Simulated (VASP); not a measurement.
Li, 1 atom in the cell. It takes space group Im-3m (No. 229, cubic). Conventional cell: a = 3.569 Å, b = 3.569 Å, c = 3.569 Å, α = 90.00°, β = 90.00°, γ = 90.00°. Within 4.1 Å of Li (site symmetry m-3m) lie 14 Li at 3.09 to 3.57 Å. 

- Program: VASP 6.6.1
- Task: electric field gradients
- Functional: PBE
- Potentials or basis: VASP PAW PBE potentials, release 64 (Li_sv)
- Cutoff: 520 eV
- k mesh: 15 × 15 × 15
- Occupations: fermi-dirac, width 0.08 eV
- Spin: no spin polarisation
- Dipole correction: no
- Further INCAR settings: ALGO = Normal; EDIFF = 1e-08; NBANDS = 8

Potentials or basis: VASP PAW PBE potentials, release 64 (Li_sv).

Run with:

```console
$ cat potpaw_PBE.64/Li_sv/POTCAR > POTCAR
$ mpirun -np 1 vasp_std > vasp.out
```

Hardware: 1 thread of AMD EPYC 7R13, on a shared host.

Q: Estimate the wall time of this run.

A: Run time: 35 s on 1 thread of AMD EPYC 7R13, on a shared host, peak memory 0.11 GiB. Counts: scf iterations 13, k points 120.
